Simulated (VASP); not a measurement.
# Si2N (R-3m) in VASP: notebook

The runs below take Si2N through single point, relaxation of cell and atoms, with PBE.

Everything below comes from runs of VASP 6.6.1. Logs are shortened: lines on timing, memory, paths and dates and some standing lists are left out, and cuts for length are marked.

## Step 1: The cell of the first run

It takes space group R-3m (No. 166, trigonal). The conventional cell has a = 2.718 Å, b = 2.718 Å, c = 16.412 Å, α = 90.00°, β = 90.00°, γ = 120.00°. Si (site symmetry 3m) has 3 N at 2.06 Å within 2.7 Å. N (site symmetry -3m) has 6 Si at 2.06 Å within 2.7 Å.

## Step 2: Single point, PBE

Input file INCAR:

```
SYSTEM = Si2N
  PREC = Accurate
  ENCUT = 520
  EDIFF = 1E-6
  ISMEAR = 0
  SIGMA = 0.1
  LREAL = .False.
  LASPH = .True.
  NELM = 100
  ALGO = Normal
  ISIF = 2
  LWAVE = .False.
  LCHARG = .False.
  GGA = PE
  NBANDS = 14
```

Input file KPOINTS:

```
regular mesh
0
Gamma
  18 18 18
  0 0 0
```

Input file POSCAR:

```
Si2N
1.0
    1.3587535681      0.7844767383      5.4705566921
   -1.3587535681      0.7844767383      5.4705566921
    0.0000000000     -1.5689534766      5.4705566921
Si N
2 1
Direct
    0.5853580498      0.5853580498      0.5853580498
    0.4146419502      0.4146419502      0.4146419502
    0.0000000000      0.0000000000      0.0000000000
```

Potentials or basis: VASP PAW PBE potentials, release 64 (Si, N).

Command:

```console
> cat potpaw_PBE.64/Si/POTCAR potpaw_PBE.64/N/POTCAR > POTCAR
> mpirun -np 1 vasp_std > vasp.out
```

OUTCAR:

```text
SYSTEM = Si2N
   PREC = Accurate
   ENCUT = 520
   EDIFF = 1E-6
   ISMEAR = 0
   LREAL = .False.
   LASPH = .True.
   NELM = 100
   ISIF = 2
   GGA = PE

 ion  position               nearest neighbor table
   1  0.585  0.585  0.585-   3 2.06   3 2.06   3 2.06   2 2.80   2 3.10   2 3.10   2 3.10
   2  0.415  0.415  0.415-   3 2.06   3 2.06   3 2.06   1 2.80   1 3.10   1 3.10   1 3.10
   3  0.000  0.000  0.000-   1 2.06   2 2.06   1 2.06   1 2.06   2 2.06   2 2.06

  LATTYP: Found a trigonal (rhomboedric) cell.
 ALAT       =     5.6910987984
 COS(alpha) =     0.8859962491

  Lattice vectors:

 A1 = (   1.3587535681,   0.7844767383,   5.4705566921)
 A2 = (  -1.3587535681,   0.7844767383,   5.4705566921)
 A3 = (   0.0000000000,  -1.5689534766,   5.4705566921)

Analysis of symmetry for initial positions (statically):
=====================================================================
 Subroutine PRICEL returns:
 Original cell was already a primitive cell.

 Routine SETGRP: Setting up the symmetry group for a
 trigonal (rhombohedral) supercell.

 Subroutine GETGRP returns: Found 12 space group operations
 (whereof 12 operations were pure point group operations)
 out of a pool of 12 trial point group operations.

The static configuration has the point symmetry D_3d.

Analysis of symmetry for dynamics (positions and initial velocities):
=====================================================================
 Subroutine PRICEL returns:
 Original cell was already a primitive cell.

 Routine SETGRP: Setting up the symmetry group for a
 trigonal (rhombohedral) supercell.

 Subroutine GETGRP returns: Found 12 space group operations
 (whereof 12 operations were pure point group operations)
 out of a pool of 12 trial point group operations.

The dynamic configuration has the point symmetry D_3d.

 Subroutine INISYM returns: Found 12 space group operations
 (whereof 12 operations are pure point group operations),
 and found     1 'primitive' translations

----------------------------------------------------------------------------------------

                                     Primitive cell

  volume of cell :      34.9867

  direct lattice vectors                    reciprocal lattice vectors
     1.358753568  0.784476738  5.470556692     0.367984314  0.212455843  0.060932251
    -1.358753568  0.784476738  5.470556692    -0.367984314  0.212455843  0.060932251
     0.000000000 -1.568953477  5.470556692     0.000000000 -0.424911686  0.060932251

  length of vectors
     5.691098798  5.691098798  5.691098798     0.429258290  0.429258290  0.429258290

  position of ions in fractional coordinates (direct lattice)
     0.585358050  0.585358050  0.585358050
     0.414641950  0.414641950  0.414641950
     0.000000000  0.000000000  0.000000000

  ion indices of the primitive-cell ions
   primitive index   ion index
                 1           1
                 2           2
                 3           3

----------------------------------------------------------------------------------------

 KPOINTS: regular mesh

Automatic generation of k-mesh.
 Grid dimensions read from file:
 generate k-points for:   18   18   18

 Generating k-lattice:

  Cartesian coordinates                     Fractional coordinates (reciprocal lattice)
     0.020443573  0.011803102  0.003385125     0.055555556  0.000000000 -0.000000000
    -0.020443573  0.011803102  0.003385125     0.000000000  0.055555556 -0.000000000
     0.000000000 -0.023606205  0.003385125    -0.000000000 -0.000000000  0.055555556

  Length of vectors
     0.023847683  0.023847683  0.023847683

  Shift w.r.t. Gamma in fractional coordinates (k-lattice)
     0.000000000  0.000000000  0.000000000

 Subroutine IBZKPT returns following result:
 ===========================================

 Found    580 irreducible k-points:

 Following reciprocal coordinates:
            Coordinates               Weight
  0.000000  0.000000  0.000000      1.000000
  0.055556  0.000000 -0.000000      6.000000
  0.111111  0.000000 -0.000000      6.000000
  0.166667 -0.000000 -0.000000      6.000000
  0.222222 -0.000000 -0.000000      6.000000
  0.277778  0.000000 -0.000000      6.000000
[... 16 lines left out ...]
 -0.277778  0.055556  0.000000     12.000000
 -0.222222  0.055556  0.000000     12.000000
 [... further k-points ...]
   k-points           NKPTS =    580   k-points in BZ     NKDIM =    580   number of bands    NBANDS=     14
   number of dos      NEDOS =    301   number of ions     NIONS =      3
   total plane-waves  NPLWV =  74088
   dimension x,y,z NGX =    42 NGY =   42 NGZ =   42
   dimension x,y,z NGXF=    84 NGYF=   84 NGZF=   84
   ions per type =               2   1
   NGX,Y,Z   is equivalent  to a cutoff of  12.27, 12.27, 12.27 a.u.
   NGXF,Y,Z  is equivalent  to a cutoff of  24.54, 24.54, 24.54 a.u.
 SYSTEM =  Si2N
   PREC   = accura    normal or accurate (medium, high low for compatibility)
   ISTART =      0    job   : 0-new  1-cont  2-samecut
   ICHARG =      2    charge: 1-file 2-atom 10-const
   ISPIN  =      1    spin polarized calculation?
   LNONCOLLINEAR =      F non collinear calculations
   LSORBIT =      F    spin-orbit coupling
   LASPH  =      T    aspherical Exc in radial PAW
   ENCUT  =  520.0 eV  38.22 Ry    6.18 a.u.  10.58 10.58 10.58*2*pi/ulx,y,z
   NELM   =    100;   NELMIN=  2; NELMDL= -5     # of ELM steps
   EDIFF  = 0.1E-05   stopping-criterion for ELM
   LREAL  =      F    real-space projection
[... 7 lines left out ...]
   TEBEG  =    0.0;   TEEND  =   0.0 temperature during run
   PSTRESS=    0.0 pullay stress
   NELECT =      13.0000    total number of electrons
   NUPDOWN=      -1.0000    fix difference up-down
   EMIN   =  10.00;   EMAX   =-10.00  energy-range for DOS
   EFERMI =   0.00;   METHOD = LEGACY
   ISMEAR =     0;   SIGMA  =   0.10  broadening in eV -4-tet -1-fermi 0-gaus
   EFERMI_NEDOS =   21; number of points for ismear=-14 and -15
   IALGO  =     38    algorithm
   IMIX   =      4    mixing-type and parameters
     AMIX     =   0.40;   BMIX     =  1.00
     AMIX_MAG =   1.60;   BMIX_MAG =  1.00
  volume/ion in A,a.u.               =      11.66        78.70
  Fermi-wavevector in a.u.,A,eV,Ry     =   1.176941  2.224096 18.846662  1.385191
  Thomas-Fermi vector in A             =   2.313296
   LORBIT       =      0    0 simple, 1 ext, 2 COOP (PROOUT), +10 PAW based schemes
   GGA     = PE    functional components
   LHFCALC =     F    Hartree Fock is set to
   AEXX    =    0.0000 exact exchange contribution
   IVDW    =     0    specifies the selected vdW correction
   LEPSILON=     F    determine dielectric tensor
   LRPA    =     F    only Hartree local field effects (RPA)
 non-spin polarized calculation
 Gauss-broadening in eV      SIGMA  =   0.10
  energy-cutoff  :      520.00
  volume of cell :       34.99
 maximum number of plane-waves:       960
   NGX = 21   NGY = 21   NGZ = 21

 number of electron      13.0000000 magnetization

 Free energy of the ion-electron system (eV)
  ---------------------------------------------------
  ext. energy  EPLUGINS =         0.00000000
  ---------------------------------------------------
  free energy    TOTEN  =       -17.86044295 eV

  energy without entropy =      -17.85651179  energy(sigma->0) =      -17.85847737

 E-fermi :   9.9985     XC(G=0): -11.4266

 val. band max:        9.9958168897   @ k =  -0.3333   0.3889   0.0556
 cond. band min:      10.0110496233   @ k =   0.5000   0.4444   0.1111
 fundamental gap:      0.0152327336
 Fermi energy:         9.9984776652

 k-point     1 :       0.0000    0.0000    0.0000
  band No.  band energies     occupation
      1      -9.7123      2.00000
      2      -2.3131      2.00000
      3       0.1482      2.00000
      4       7.7014      2.00000
      5       7.7014      2.00000
      6       8.9384      2.00000
      7      12.0123      0.00000
      8      16.8673      0.00000
      9      18.6529      0.00000
     10      18.6529      0.00000
     11      19.4847      0.00000
     12      20.2007      0.00000
     13      20.2007      0.00000
     14      21.4337      0.00000

 k-point     2 :       0.0556    0.0000   -0.0000
  band No.  band energies     occupation
      1      -9.6492      2.00000
      2      -2.2451      2.00000
      3       0.2267      2.00000
      4       7.3545      2.00000
      5       7.6303      2.00000
      6       8.9494      2.00000
      7      12.1961      0.00000
      8      16.9575      0.00000
      9      17.9660      0.00000
     10      18.6739      0.00000
     11      18.9824      0.00000
     12      19.5466      0.00000
     13      19.7691      0.00000
     14      22.0115      0.00000

 k-point     3 :       0.1111    0.0000   -0.0000
  band No.  band energies     occupation
      1      -9.4616      2.00000
      2      -2.0416      2.00000
      3       0.4587      2.00000
      4       6.4833      2.00000
      5       7.4335      2.00000
      6       8.9837      2.00000
      7      12.5781      0.00000
      8      16.3773      0.00000
      9      17.1907      0.00000
     10      17.9108      0.00000
     11      18.3264      0.00000
     12      19.0670      0.00000
     13      19.5085      0.00000
     14      22.0224      0.00000
[... 324 lines left out ...]
 k-point    23 :      -0.2778    0.0556    0.0000
  band No.  band energies     occupation
      1      -7.9034      2.00000
      2      -0.2205      2.00000
      3       1.3411      2.00000
      4       3.3300      2.00000
      5       6.1145      2.00000
      6       8.3807      2.00000
      7      10.9661      0.00000
      8      12.7568      0.00000
      9      14.9627      0.00000
     10      15.4274      0.00000
     11      16.5425      0.00000
     12      18.1147      0.00000
     13      18.9680      0.00000
     14      20.8779      0.00000

 k-point    24 :      -0.2222    0.0556    0.0000
  band No.  band energies     occupation
      1      -8.4489      2.00000
      2      -0.8582      2.00000
      3       1.4290      2.00000
      4       3.6932      2.00000
      5       6.4504      2.00000
      6       8.9453      2.00000
      7      11.9462      0.00000
      8      13.5575      0.00000
      9      15.2873      0.00000
     10      15.6430      0.00000
     11      17.1395      0.00000
     12      18.6877      0.00000
     13      19.0569      0.00000
     14      21.0520      0.00000

 [... further k-points ...]
[... 5 lines left out ...]
  --------------------------------------------------------------------------------------
  -------------------------------------------------------------------------------------
  Total        0.0036897      0.0036897     -0.0177782     -0.0000000      0.0000000      0.0000000
  in kB        0.1689661      0.1689661     -0.8141309     -0.0000000      0.0000000      0.0000000
  external PRESSURE =      -0.1587329 kB  Pullay stress =       0.0000000 kB

 VOLUME and BASIS-vectors are now :
 -----------------------------------------------------------------------------
  energy-cutoff  :      520.00
  volume of cell :       34.99
      direct lattice vectors                 reciprocal lattice vectors
     1.358753568  0.784476738  5.470556692     0.367984314  0.212455843  0.060932251
    -1.358753568  0.784476738  5.470556692    -0.367984314  0.212455843  0.060932251
     0.000000000 -1.568953477  5.470556692     0.000000000 -0.424911686  0.060932251

 POSITION                                       TOTAL-FORCE (eV/Angst)
 -----------------------------------------------------------------------------------
      0.00000      0.00000      9.60670         0.000000     -0.000000      0.007173
      0.00000      0.00000      6.80497         0.000000      0.000000     -0.007173
      0.00000      0.00000      0.00000         0.000000      0.000000     -0.000000
 -----------------------------------------------------------------------------------
    total drift:                                0.000000      0.000000     -0.000000

  FREE ENERGIE OF THE ION-ELECTRON SYSTEM (eV)
  ---------------------------------------------------
  free  energy   TOTEN  =       -17.8604429511 eV

  energy  without entropy=      -17.8565117891  energy(sigma->0) =      -17.85847737
```

Wall time 7 min (1 thread of AMD EPYC 9R45 (Zen 5), shared host); peak memory 0.39 GiB.

Results:

```
Free energy   : -17.8604 eV
Pressure      : 0.0 GPa
Largest force : 0.007 eV/Å
```

Forces in eV/Å, atoms in the order of the input:
```
Si   0.000  0.000  0.007
Si   0.000  0.000 -0.007
N    0.000  0.000  0.000
```

Levels at points of the mesh, in eV from the Fermi level:
```csv
k point,band 3,band 4,band 5,band 6,band 7,band 8,band 9,band 10
"(0.00, 0.00, 0.00)",-9.85,-2.30,-2.30,-1.06,2.01,6.87,8.65,8.65
"(0.50, 0.00, 0.00)",-8.13,-4.76,-4.13,-3.63,-2.53,1.82,3.61,5.01
"(0.50, 0.50, 0.00)",-8.28,-5.96,-4.14,-1.92,-1.34,1.27,2.16,4.99
"(0.50, 0.50, 0.50)",-6.35,-5.72,-2.30,-2.30,4.79,6.10,8.26,8.26
```

## Step 3: Relaxation of cell and atoms, PBE

This run uses another cell than the first one, of 11.62 Å³/atom, 0.997 times its volume.

Input file INCAR:

```
  PREC = Accurate
  ENCUT = 600
  EDIFF = 1E-7
  ISMEAR = 0
  SIGMA = 0.1
  LREAL = False
  LASPH = True
  NELM = 100
  ALGO = Normal
  ISIF = 3
  LWAVE = False
  LCHARG = False
  GGA = PE
  IBRION = 2
  NSW = 100
  EDIFFG = -0.01
```

Input file KPOINTS:

```
regular mesh
0
Gamma
  18 18 18
```

Input file POSCAR:

```
Si2N
1.0
    1.3607869615      0.7856507185      5.4351920613
   -1.3607869615      0.7856507185      5.4351920613
    0.0000000000     -1.5713014370      5.4351920613
Si N
2 1
Direct
    0.5847561088      0.5847561088      0.5847561088
    0.4152438912      0.4152438912      0.4152438912
    0.0000000000      0.0000000000      0.0000000000
```

Potentials or basis: VASP PAW PBE potentials, release 64 (Si, N).

Command:

```console
> cat potpaw_PBE.64/Si/POTCAR potpaw_PBE.64/N/POTCAR > POTCAR
> mpirun -np 1 vasp_std > vasp.out
```

Wall time 27 min (1 thread of AMD EPYC 9R45 (Zen 5), shared host); peak memory 0.5 GiB.

The run converged. Its results:

```yaml
Free_energy: -17.8622 eV
Relaxed_volume: 11.65 Å³/atom
Relaxed_cell: a = 5.687 Å, b = 5.687 Å, c = 5.687 Å, α = 27.64°, β = 27.64°, γ = 27.64°
Space_group_after_relaxing_to_0.05_Å: R-3m (No. 166)
Energy_gained_by_relaxing: 0.4 meV/atom
Ionic_steps: 6
Pressure_after_relaxing: 0.0 GPa
Largest_force_after_relaxing: 0.005 eV/Å
```

Forces in eV/Å, atoms in the order of the input:
```
Si   0.000  0.000  0.005
Si   0.000  0.000 -0.005
N    0.000  0.000  0.000
```

Step by step:
```csv
step,energy change (eV),largest force (eV/Å),pressure (GPa),volume (Å³)
1,0.0000,0.0778,-0.29,34.86
2,-0.0006,0.0028,0.36,34.76
3,-0.0006,0.0021,0.41,34.75
4,-0.0009,0.0425,0.16,34.84
5,-0.0009,0.0400,0.18,34.83
6,-0.0011,0.0053,0.03,34.94
```

Final structure:
```
CELL_PARAMETERS angstrom
1.35848 0.78432 5.46622
-1.35848 0.78432 5.46622
0.00000 -1.56863 5.46622
ATOMIC_POSITIONS crystal
Si 0.58531 0.58531 0.58531
Si 0.41469 0.41469 0.41469
N 0.00000 0.00000 0.00000
```

Levels at points of the mesh, in eV from the Fermi level:
```tsv
k point	band 2	band 3	band 4	band 5	band 6	band 7	band 8	band 9	band 10
(0.00, 0.00, 0.00)	-12.31	-9.86	-2.30	-2.30	-1.05	2.02	6.87	8.66	8.66
(0.50, 0.00, 0.00)	-10.96	-8.13	-4.76	-4.13	-3.64	-2.53	1.83	3.61	5.01
(0.50, 0.50, 0.00)	-10.87	-8.28	-5.96	-4.14	-1.92	-1.34	1.28	2.17	4.99
(0.50, 0.50, 0.50)	-13.29	-6.34	-5.73	-2.30	-2.30	4.80	6.11	8.26	8.26
```

## Step 4: Single point, PBE

Input file INCAR:

```
SYSTEM = Si2N
ALGO     = Normal         ! electronic algorithm
EDIFF    = 1E-7           ! SCF threshold, eV
ENCUT    = 520            ! plane-wave cutoff, eV
GGA      = PE             ! functional
ISIF     = 2              ! what is computed and relaxed
ISMEAR   = 0              ! smearing method
LASPH    = .True.         ! aspherical terms in the spheres
LCHARG   = .False.        ! write CHGCAR
LREAL    = .False.        ! projectors in reciprocal space
LWAVE    = .False.        ! write WAVECAR
NBANDS   = 14             ! bands
NELM     = 100            ! most SCF steps
PREC     = Accurate       ! precision mode
SIGMA    = 0.1            ! smearing width, eV
```

Input file KPOINTS:

```
k-points
0
Gamma
  18 18 18
  0 0 0
```

Input file POSCAR:

```
Si2N
1.0
    1.3587535681      0.7844767383      5.4705566921
   -1.3587535681      0.7844767383      5.4705566921
    0.0000000000     -1.5689534766      5.4705566921
Si N
2 1
Direct
    0.5853580498      0.5853580498      0.5853580498
    0.4146419502      0.4146419502      0.4146419502
    0.0000000000      0.0000000000      0.0000000000
```

Command:

```console
> cat potpaw_PBE.64/Si/POTCAR potpaw_PBE.64/N/POTCAR > POTCAR
> mpirun -np 1 vasp_std > vasp.out
```

Wall time 7.4 min (1 thread of AMD EPYC 9R45 (Zen 5), shared host); peak memory 0.4 GiB.

Results (log left out):

```yaml
Free_energy: -17.8604 eV
Pressure: 0.0 GPa
Largest_force: 0.007 eV/Å
```

Forces in eV/Å, atoms in the order of the input:
```
Si   0.000  0.000  0.007
Si   0.000  0.000 -0.007
N    0.000  0.000  0.000
```

Stress tensor (GPa, compression positive):
```
 0.03  0.00  0.00
 0.00  0.03  0.00
 0.00  0.00 -0.06
```

Levels at points of the mesh, in eV from the Fermi level:
| k point | band 3 | band 4 | band 5 | band 6 | band 7 | band 8 | band 9 | band 10 |
| --- | --- | --- | --- | --- | --- | --- | --- | --- |
| (0.00, 0.00, 0.00) | -9.85 | -2.30 | -2.30 | -1.06 | 2.01 | 6.87 | 8.65 | 8.65 |
| (0.50, 0.00, 0.00) | -8.13 | -4.76 | -4.13 | -3.63 | -2.53 | 1.82 | 3.61 | 5.01 |
| (0.50, 0.50, 0.00) | -8.28 | -5.96 | -4.14 | -1.92 | -1.34 | 1.27 | 2.16 | 4.99 |
| (0.50, 0.50, 0.50) | -6.35 | -5.72 | -2.30 | -2.30 | 4.79 | 6.10 | 8.26 | 8.26 |
